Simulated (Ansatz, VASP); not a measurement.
One calculation of BAs, two programs

INCAR

```
PREC = Accurate ; ENCUT = 520
EDIFF = 1E-6 ; ISMEAR = -1
SIGMA = 0.01 ; LREAL = False
LASPH = True ; NELM = 80
ALGO = Normal ; ISIF = 2
LWAVE = False ; LCHARG = False
NBANDS = 11
```

KPOINTS

```
Automatic mesh
0
Gamma
  11 11 11
```

POSCAR

```
BAs
1.0
    0.0000000000      2.4295421758      2.4295421758
    2.4295421758      0.0000000000      2.4295421758
    2.4295421758      2.4295421758      0.0000000000
B As
1 1
Direct
    0.7500000000      0.7500000000      0.7500000000
    0.0000000000      0.0000000000      0.0000000000
```

Input for Ansatz:

```yaml
crystal:
  lattice:
    - [0.0, 2.4295421758, 2.4295421758]
    - [2.4295421758, 0.0, 2.4295421758]
    - [2.4295421758, 2.4295421758, 0.0]
  atoms:
    - { symbol: B, position: [0.75, 0.75, 0.75] }
    - { symbol: As, position: [0.0, 0.0, 0.0] }
kpoints:
  mp_grid: { grid: [11, 11, 11] }
scf:
  occupations: { method: fermi_dirac, width: 0.01 }
hamiltonian:
  xc: lda
  pseudopotentials: { kind: all_electron, lapw: { basis_error: 0.001 } }
output:
  forces: true
  stress: true
  eigenvalues: true
```

Change from the starting cell: volume scaled by 1.025.

Alike in both runs: task single point; functional LDA; k mesh 11 × 11 × 11; occupations fermi-dirac, width 0.01 eV; no spin polarisation.

|  | VASP | Ansatz |
| --- | --- | --- |
| version | VASP 6.6.1 | Ansatz 0.2.0 |
| potentials or method | VASP PAW LDA potentials, release 64 (B, As), cutoff 520 eV | all-electron LAPW, scalar-relativistic |

```csv
,VASP,Ansatz,Ansatz less VASP
gap on the k mesh at the Fermi level (eV),1.19,1.20,+0.008
pressure (GPa),-9.3,-9.9,-0.65
```

LDA's correlation is that of Perdew and Zunger in VASP and of Perdew and Wang (1992) in Ansatz. Ansatz ran all-electron here, and VASP with PAW potentials.
